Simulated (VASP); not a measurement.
# KZnI3 (P6/mmm) in VASP: further runs

Runs on KZnI3. Level: PBE. Tasks: single point, relaxation of cell and atoms.

Program: VASP 6.6.1. These are calculated values, not measurements. Logs are shortened: lines on timing, memory, paths and dates and some standing lists are left out, and cuts for length are marked.

### Step 1. The cell of the first run

The structure is hexagonal, space group P6/mmm (No. 191). The conventional cell has a = 6.915 Å, b = 6.915 Å, c = 7.784 Å, α = 90.00°, β = 90.00°, γ = 120.00°. Within 4.5 Å of K (site symmetry 6/mmm) lie 6 I at 3.46 Å and 2 Zn at 3.89 Å. Within 5.3 Å of Zn (site symmetry 6/mmm) lie 2 K at 3.89 Å and 12 I at 5.21 Å. Within 4.5 Å of I (site symmetry mmm) lie 4 I at 3.46 Å and 2 K at 3.46 Å.

The cell was generated, and may not be a known phase.

### Step 2. Single point, PBE

Input file INCAR:

```
SYSTEM = KZnI3
ALGO     = Normal         ! electronic algorithm
EDIFF    = 1E-7           ! SCF threshold, eV
ENCUT    = 520            ! plane-wave cutoff, eV
GGA      = PE             ! functional
ISIF     = 2              ! what is computed and relaxed
ISMEAR   = 0              ! smearing method
LASPH    = .True.         ! aspherical terms in the spheres
LCHARG   = .False.        ! write CHGCAR
LREAL    = .False.        ! projectors in reciprocal space
LWAVE    = .False.        ! write WAVECAR
NBANDS   = 29             ! bands
NELM     = 60             ! most SCF steps
PREC     = Accurate       ! precision mode
SIGMA    = 0.15           ! smearing width, eV
```

Input file KPOINTS:

```
k-points
0
Gamma
  3 3 2
  0 0 0
```

Input file POSCAR:

```
KZnI3
1.0
    6.9146666263      0.0000000000      0.0000000000
   -3.4573333132      5.9882769571      0.0000000000
    0.0000000000      0.0000000000      7.7837495356
K Zn I
1 1 3
Direct
    0.0000000000      0.0000000000      0.5000000000
    0.0000000000      0.0000000000      0.0000000000
    0.5000000000      0.0000000000      0.5000000000
    0.0000000000      0.5000000000      0.5000000000
    0.5000000000      0.5000000000      0.5000000000
```

Potentials or basis: VASP PAW PBE potentials, release 64 (K_sv, Zn, I).

Launch:

```console
$ cat potpaw_PBE.64/K_sv/POTCAR potpaw_PBE.64/Zn/POTCAR potpaw_PBE.64/I/POTCAR > POTCAR
$ mpirun -np 1 vasp_std > vasp.out
```

OUTCAR:

```text
SYSTEM = KZnI3
   EDIFF = 1E-7
   ENCUT = 520
   GGA = PE
   ISIF = 2
   ISMEAR = 0
   LASPH = .True.
   LREAL = .False.
   NELM = 60
   PREC = Accurate

 ion  position               nearest neighbor table
   1  0.000  0.000  0.500-   5 3.46   5 3.46   3 3.46   3 3.46   4 3.46   4 3.46
   2  0.000  0.000  0.000-
   3  0.500  0.000  0.500-   4 3.46   4 3.46   1 3.46   1 3.46   5 3.46   5 3.46
   4  0.000  0.500  0.500-   3 3.46   3 3.46   5 3.46   5 3.46   1 3.46   1 3.46
   5  0.500  0.500  0.500-   1 3.46   1 3.46   4 3.46   4 3.46   3 3.46   3 3.46

  LATTYP: Found a hexagonal cell.
 ALAT       =     6.9146666263
 C/A-ratio  =     1.1256868850

  Lattice vectors:

 A1 = (   6.9146666263,   0.0000000000,   0.0000000000)
 A2 = (  -3.4573333132,   5.9882769571,   0.0000000000)
 A3 = (   0.0000000000,   0.0000000000,   7.7837495356)

Analysis of symmetry for initial positions (statically):
=====================================================================
 Subroutine PRICEL returns:
 Original cell was already a primitive cell.

 Routine SETGRP: Setting up the symmetry group for a
 hexagonal supercell.

 Subroutine GETGRP returns: Found 24 space group operations
 (whereof 24 operations were pure point group operations)
 out of a pool of 24 trial point group operations.

The static configuration has the point symmetry D_6h.

Analysis of symmetry for dynamics (positions and initial velocities):
=====================================================================
 Subroutine PRICEL returns:
 Original cell was already a primitive cell.

 Routine SETGRP: Setting up the symmetry group for a
 hexagonal supercell.

 Subroutine GETGRP returns: Found 24 space group operations
 (whereof 24 operations were pure point group operations)
 out of a pool of 24 trial point group operations.

The dynamic configuration has the point symmetry D_6h.

 Subroutine INISYM returns: Found 24 space group operations
 (whereof 24 operations are pure point group operations),
 and found     1 'primitive' translations

----------------------------------------------------------------------------------------

                                     Primitive cell

  volume of cell :     322.3012

  direct lattice vectors                    reciprocal lattice vectors
     6.914666626  0.000000000  0.000000000     0.144620132  0.083496472  0.000000000
    -3.457333313  5.988276957  0.000000000     0.000000000  0.166992944  0.000000000
     0.000000000  0.000000000  7.783749536     0.000000000  0.000000000  0.128472787

  length of vectors
     6.914666626  6.914666626  7.783749536     0.166992944  0.166992944  0.128472787

  position of ions in fractional coordinates (direct lattice)
     0.000000000  0.000000000  0.500000000
     0.000000000  0.000000000  0.000000000
     0.500000000  0.000000000  0.500000000
     0.000000000  0.500000000  0.500000000
     0.500000000  0.500000000  0.500000000

  ion indices of the primitive-cell ions
   primitive index   ion index
                 1           1
                 2           2
                 3           3
                 4           4
                 5           5

----------------------------------------------------------------------------------------

 KPOINTS: k-points

Automatic generation of k-mesh.
 Grid dimensions read from file:
 generate k-points for:    3    3    2

 Generating k-lattice:

  Cartesian coordinates                     Fractional coordinates (reciprocal lattice)
     0.048206711  0.027832157  0.000000000     0.333333333  0.000000000  0.000000000
     0.000000000  0.055664315  0.000000000     0.000000000  0.333333333  0.000000000
     0.000000000  0.000000000  0.064236394     0.000000000  0.000000000  0.500000000

  Length of vectors
     0.055664315  0.055664315  0.064236394

  Shift w.r.t. Gamma in fractional coordinates (k-lattice)
     0.000000000  0.000000000  0.000000000

 Subroutine IBZKPT returns following result:
 ===========================================

 Found      6 irreducible k-points:

 Following reciprocal coordinates:
            Coordinates               Weight
  0.000000  0.000000  0.000000      1.000000
  0.333333 -0.000000  0.000000      6.000000
  0.333333  0.333333  0.000000      2.000000
  0.000000  0.000000  0.500000      1.000000
  0.333333 -0.000000  0.500000      6.000000
  0.333333  0.333333  0.500000      2.000000
   k-points           NKPTS =      6   k-points in BZ     NKDIM =      6   number of bands    NBANDS=     29
   number of dos      NEDOS =    301   number of ions     NIONS =      5
   total plane-waves  NPLWV = 174960
   dimension x,y,z NGX =    54 NGY =   54 NGZ =   60
   dimension x,y,z NGXF=   108 NGYF=  108 NGZF=  120
   ions per type =               1   1   3
   NGX,Y,Z   is equivalent  to a cutoff of  12.98, 12.98, 12.81 a.u.
   NGXF,Y,Z  is equivalent  to a cutoff of  25.97, 25.97, 25.63 a.u.
 SYSTEM =  KZnI3
   PREC   = accura    normal or accurate (medium, high low for compatibility)
   ISTART =      0    job   : 0-new  1-cont  2-samecut
   ICHARG =      2    charge: 1-file 2-atom 10-const
   ISPIN  =      1    spin polarized calculation?
   LNONCOLLINEAR =      F non collinear calculations
   LSORBIT =      F    spin-orbit coupling
   LASPH  =      T    aspherical Exc in radial PAW
   ENCUT  =  520.0 eV  38.22 Ry    6.18 a.u.  12.86 12.86 14.47*2*pi/ulx,y,z
   NELM   =     60;   NELMIN=  2; NELMDL= -5     # of ELM steps
   EDIFF  = 0.1E-06   stopping-criterion for ELM
   LREAL  =      F    real-space projection
   EDIFFG = 0.1E-05   stopping-criterion for IOM
   NSW    =      0    number of steps for IOM
   IBRION =     -1    ionic relax: 0-MD 1-quasi-New 2-CG
   NFREE  =      0    steps in history (QN), initial steepest desc. (CG)
   ISIF   =      2    stress and relaxation
   ISYM   =      2    0-nonsym 1-usesym 2-fastsym
   POTIM  = 0.5000    time-step for ionic-motion
   TEBEG  =    0.0;   TEEND  =   0.0 temperature during run
   PSTRESS=    0.0 pullay stress
   NELECT =      42.0000    total number of electrons
   NUPDOWN=      -1.0000    fix difference up-down
   EMIN   =  10.00;   EMAX   =-10.00  energy-range for DOS
   EFERMI =   0.00;   METHOD = LEGACY
   ISMEAR =     0;   SIGMA  =   0.15  broadening in eV -4-tet -1-fermi 0-gaus
   EFERMI_NEDOS =   21; number of points for ismear=-14 and -15
   IALGO  =     38    algorithm
   IMIX   =      4    mixing-type and parameters
     AMIX     =   0.40;   BMIX     =  1.00
     AMIX_MAG =   1.60;   BMIX_MAG =  1.00
  volume/ion in A,a.u.               =      64.46       435.00
  Fermi-wavevector in a.u.,A,eV,Ry     =   0.829986  1.568446  9.372730  0.688876
  Thomas-Fermi vector in A             =   1.942626
   LORBIT       =      0    0 simple, 1 ext, 2 COOP (PROOUT), +10 PAW based schemes
   GGA     = PE    functional components
   LHFCALC =     F    Hartree Fock is set to
   AEXX    =    0.0000 exact exchange contribution
   IVDW    =     0    specifies the selected vdW correction
   LEPSILON=     F    determine dielectric tensor
   LRPA    =     F    only Hartree local field effects (RPA)
 non-spin polarized calculation
 Gauss-broadening in eV      SIGMA  =   0.15
  energy-cutoff  :      520.00
  volume of cell :      322.30
 maximum number of plane-waves:      8711
 NGX is ok and might be reduce to    54
   NGX = 25   NGY = 25   NGZ = 29

 number of electron      41.9999996 magnetization

 Free energy of the ion-electron system (eV)
  ---------------------------------------------------
  ext. energy  EPLUGINS =         0.00000000
  ---------------------------------------------------
  free energy    TOTEN  =        -7.94427193 eV

  energy without entropy =       -7.92437824  energy(sigma->0) =       -7.93432509

 E-fermi :  -1.0875     XC(G=0):  -5.6690

 val. band max:       -1.1928634433   @ k =   0.3333   0.3333   0.5000
 cond. band min:      -1.0378627434   @ k =   0.0000   0.0000   0.0000
 fundamental gap:      0.1550007000
 Fermi energy:        -1.0874570909

 k-point     1 :       0.0000    0.0000    0.0000
  band No.  band energies     occupation
      1     -30.9555      2.00000
      2     -14.4944      2.00000
      3     -14.4677      2.00000
      4     -14.4677      2.00000
      5     -13.7440      2.00000
      6     -12.5102      2.00000
[... 21 lines left out ...]
     28       4.0922      0.00000
     29       4.0922      0.00000

 k-point     2 :       0.3333   -0.0000    0.0000
  band No.  band energies     occupation
      1     -30.9555      2.00000
      2     -14.5477      2.00000
      3     -14.4941      2.00000
      4     -14.4839      2.00000
      5     -13.4380      2.00000
      6     -12.8140      2.00000
[... 21 lines left out ...]
     28       4.5694      0.00000
     29       4.9643      0.00000

 k-point     3 :       0.3333    0.3333    0.0000
  band No.  band energies     occupation
      1     -30.9555      2.00000
      2     -14.5358      2.00000
      3     -14.5358      2.00000
      4     -14.4940      2.00000
      5     -13.1012      2.00000
      6     -13.1012      2.00000
[... 21 lines left out ...]
     28       5.2449      0.00000
     29       5.6248      0.00000

 k-point     4 :       0.0000    0.0000    0.5000
  band No.  band energies     occupation
      1     -30.9555      2.00000
      2     -14.4947      2.00000
      3     -14.4677      2.00000
      4     -14.4677      2.00000
      5     -13.7439      2.00000
      6     -12.5101      2.00000
[... 21 lines left out ...]
     28       4.7079      0.00000
     29       4.8722      0.00000

 k-point     5 :       0.3333   -0.0000    0.5000
  band No.  band energies     occupation
      1     -30.9555      2.00000
      2     -14.5477      2.00000
      3     -14.4945      2.00000
      4     -14.4839      2.00000
      5     -13.4379      2.00000
      6     -12.8139      2.00000
[... 21 lines left out ...]
     28       4.8306      0.00000
     29       5.0645      0.00000

 k-point     6 :       0.3333    0.3333    0.5000
  band No.  band energies     occupation
      1     -30.9555      2.00000
      2     -14.5358      2.00000
      3     -14.5358      2.00000
      4     -14.4943      2.00000
      5     -13.1011      2.00000
      6     -13.1011      2.00000
[... 21 lines left out ...]
     28       5.0926      0.00000
     29       5.2736      0.00000

------------------------ aborting loop because EDIFF is reached ----------------------------------------

  FORCE on cell =-STRESS in cart. coord.  units (eV):
  Direction    XX          YY          ZZ          XY          YZ          ZX
  --------------------------------------------------------------------------------------
  -------------------------------------------------------------------------------------
  Total        0.6054967      0.6054967      0.0322925     -0.0000000     -0.0000000      0.0000000
  in kB        3.0099574      3.0099574      0.1605279     -0.0000000     -0.0000000      0.0000000
  external PRESSURE =       2.0601476 kB  Pullay stress =       0.0000000 kB

 VOLUME and BASIS-vectors are now :
 -----------------------------------------------------------------------------
  energy-cutoff  :      520.00
  volume of cell :      322.30
      direct lattice vectors                 reciprocal lattice vectors
     6.914666626  0.000000000  0.000000000     0.144620132  0.083496472  0.000000000
    -3.457333313  5.988276957  0.000000000     0.000000000  0.166992944  0.000000000
     0.000000000  0.000000000  7.783749536     0.000000000  0.000000000  0.128472787

 POSITION                                       TOTAL-FORCE (eV/Angst)
 -----------------------------------------------------------------------------------
      0.00000      0.00000      3.89187        -0.000000      0.000000      0.000000
      0.00000      0.00000      0.00000         0.000000      0.000000      0.000000
      3.45733      0.00000      3.89187         0.000000      0.000000      0.000000
     -1.72867      2.99414      3.89187         0.000000      0.000000      0.000000
      1.72867      2.99414      3.89187        -0.000000      0.000000      0.000000
 -----------------------------------------------------------------------------------
    total drift:                               -0.000000     -0.000000      0.000000

  FREE ENERGIE OF THE ION-ELECTRON SYSTEM (eV)
  ---------------------------------------------------
  free  energy   TOTEN  =        -7.9442719341 eV

  energy  without entropy=       -7.9243782374  energy(sigma->0) =       -7.93432509
```

Run time: 3.3 min. Hardware: 1 thread of Intel Xeon Platinum 8259CL at 2.50GHz (Skylake/Cascade Lake), shared host; peak memory 0.45 GiB.

Results:

| Quantity | Value |
| --- | --- |
| Free energy | -7.9443 eV |
| Pressure | 0.2 GPa |
| Band gap on the k mesh | zero (bands 21 and 22 overlap by 1.06 eV) |

Caveat: the k points lie up to 0.40 Å⁻¹ apart, too coarse for converged energies and pressures of a metal; spin-orbit coupling is left out, which moves the levels of the heavy elements.

### Step 3. Relaxation of cell and atoms, PBE

This run uses another cell than the first one, of 43.22 Å³/atom.

Input file INCAR:

```
SYSTEM = KZnI3
ALGO = Normal ; EDIFF = 1E-7
EDIFFG = -0.08 ; ENCUT = 600
GGA = PE ; IBRION = 2
ISIF = 3 ; ISMEAR = 0
LASPH = .True. ; LCHARG = .False.
LREAL = .False. ; LWAVE = .False.
NELM = 100 ; NSW = 36
PREC = Accurate ; SIGMA = 0.15
```

KPOINTS is that of step 2.

POSCAR: that of step 2 with these lines changed.

```diff
@@ -2,5 +2,5 @@
 1.0
-    6.9146666263      0.0000000000      0.0000000000
-   -3.4573333132      5.9882769571      0.0000000000
-    0.0000000000      0.0000000000      7.7837495356
+    5.3499704600      0.0000000000      0.0000000000
+   -2.6749852300      4.6332103200      0.0000000000
+    0.0000000000      0.0000000000      8.7181602500
 K Zn I
```

Potentials or basis: VASP PAW PBE potentials, release 64 (K_sv, Zn, I).

Launch:

```console
$ cat potpaw_PBE.64/K_sv/POTCAR potpaw_PBE.64/Zn/POTCAR potpaw_PBE.64/I/POTCAR > POTCAR
$ mpirun -np 1 vasp_std > vasp.out
```

OUTCAR:

```text
SYSTEM = KZnI3
   EDIFF = 1E-7
   EDIFFG = -0.08
   ENCUT = 600
   GGA = PE
   IBRION = 2
   ISIF = 3
   ISMEAR = 0
   LASPH = .True.
   LREAL = .False.
   NELM = 100
   NSW = 36
   PREC = Accurate

 ion  position               nearest neighbor table
   1  0.000  0.000  0.500-   4 2.67   5 2.67   4 2.67   5 2.67   3 2.67   3 2.67
   2  0.000  0.000  0.000-
   3  0.500  0.000  0.500-   4 2.67   5 2.67   5 2.67   4 2.67   1 2.67   1 2.67
   4  0.000  0.500  0.500-   1 2.67   3 2.67   1 2.67   3 2.67   5 2.67   5 2.67
   5  0.500  0.500  0.500-   1 2.67   3 2.67   3 2.67   1 2.67   4 2.67   4 2.67

  LATTYP: Found a hexagonal cell.
 ALAT       =     5.3499704600
 C/A-ratio  =     1.6295716612

  Lattice vectors:

 A1 = (   5.3499704600,   0.0000000000,   0.0000000000)
 A2 = (  -2.6749852300,   4.6332103200,   0.0000000000)
 A3 = (   0.0000000000,   0.0000000000,   8.7181602500)

Analysis of symmetry for initial positions (statically):
=====================================================================
 Subroutine PRICEL returns:
 Original cell was already a primitive cell.

 Routine SETGRP: Setting up the symmetry group for a
 hexagonal supercell.

 Subroutine GETGRP returns: Found 24 space group operations
 (whereof 24 operations were pure point group operations)
 out of a pool of 24 trial point group operations.

The static configuration has the point symmetry D_6h.

[... 132 lines left out ...]
 Gauss-broadening in eV      SIGMA  =   0.15
  energy-cutoff  :      600.00
  volume of cell :      216.10
 maximum number of plane-waves:      7271
 NGX is ok and might be reduce to    48
   NGX = 21   NGY = 21   NGZ = 35

--------------------------------------- Ionic step        1  -------------------------------------------

 number of electron      42.0000000 magnetization

 Free energy of the ion-electron system (eV)
  ---------------------------------------------------
  ext. energy  EPLUGINS =         0.00000000
  ---------------------------------------------------
  free energy    TOTEN  =         3.32317911 eV

  energy without entropy =        3.32609485  energy(sigma->0) =        3.32463698

 E-fermi :   2.9429     XC(G=0):  -6.6624

 val. band max:        2.6595030861   @ k =   0.3333   0.0000   0.5000
 cond. band min:       3.1189392069   @ k =   0.0000   0.0000   0.5000
 fundamental gap:      0.4594361208
 Fermi energy:         2.9428839644

 k-point     1 :       0.0000    0.0000    0.0000
  band No.  band energies     occupation
      1     -28.0123      2.00000
      2     -14.7767      2.00000
      3     -12.5664      2.00000
      4     -12.5664      2.00000
      5     -11.5800      2.00000
      6      -9.7373      2.00000
[... 312 lines left out ...]
--------------------------------------- Ionic step        5  -------------------------------------------

 number of electron      42.0000030 magnetization

 Free energy of the ion-electron system (eV)
  ---------------------------------------------------
  ext. energy  EPLUGINS =         0.00000000
  ---------------------------------------------------
  free energy    TOTEN  =        -7.92350923 eV

  energy without entropy =       -7.90217093  energy(sigma->0) =       -7.91284008

 E-fermi :  -1.6369     XC(G=0):  -5.2195

 val. band max:       -1.7329649800   @ k =   0.3333   0.3333   0.5000
 cond. band min:      -1.6003296016   @ k =   0.0000   0.0000   0.0000
 fundamental gap:      0.1326353784
 Fermi energy:        -1.6369157042

 k-point     1 :       0.0000    0.0000    0.0000
  band No.  band energies     occupation
      1     -31.5272      2.00000
      2     -15.0590      2.00000
      3     -15.0265      2.00000
      4     -15.0265      2.00000
      5     -14.1670      2.00000
      6     -13.0113      2.00000
[... 189 lines left out ...]
  FREE ENERGIE OF THE ION-ELECTRON SYSTEM (eV)
  ---------------------------------------------------
  free  energy   TOTEN  =        -7.9235092307 eV

  energy  without entropy=       -7.9021709284  energy(sigma->0) =       -7.91284008

 reached required accuracy - stopping structural energy minimisation
```

It took 8 min on 1 thread of Intel Xeon Platinum 8259CL at 2.50GHz (Skylake/Cascade Lake), shared host; peak memory 0.46 GiB.

What came out:

| Item | Value |
| --- | --- |
| Free energy | -7.9235 eV |
| Relaxed volume | 73.48 Å³/atom |
| Relaxed cell | a = 6.981 Å, b = 6.981 Å, c = 8.705 Å, α = 90.00°, β = 90.00°, γ = 120.00° |
| Space group after relaxing (to 0.1 Å) | P6/mmm (No. 191) |
| Energy gained by relaxing | 2249.3 meV/atom |
| Ionic steps | 5 |
| Pressure after relaxing | -0.1 GPa |
| Band gap on the k mesh | zero (bands 21 and 22 overlap by 1.00 eV) |

Step by step:
```
step  energy change (eV)  largest force (eV/Å)  pressure (GPa)  volume (Å³)
   1              0.0000                0.0000           29.10       216.10
   2             -9.8672                0.0000           -1.12       530.82
   3            -11.2277                0.0000            0.35       354.32
   4            -11.2081                0.0000           -0.45       384.03
   5            -11.2467                0.0000           -0.07       367.40
```

Final structure:
```
K Zn I
1.0
     6.98093    0.00000    0.00000
    -3.49046    6.04566    0.00000
     0.00000    0.00000    8.70522
K Zn I
1 1 3
Direct
  0.00000 0.00000 0.50000
  0.00000 0.00000 0.00000
  0.50000 0.00000 0.50000
  0.00000 0.50000 0.50000
  0.50000 0.50000 0.50000
```

Caveat: the k points lie up to 0.36 Å⁻¹ apart in the final cell, too coarse for converged energies and pressures of a metal; the volume moved by over 15 % at a fixed basis, so the end points are rough; spin-orbit coupling is left out, which moves the levels of the heavy elements.

The gap in the log of VASP goes by the Fermi energy; the results here count the filled bands.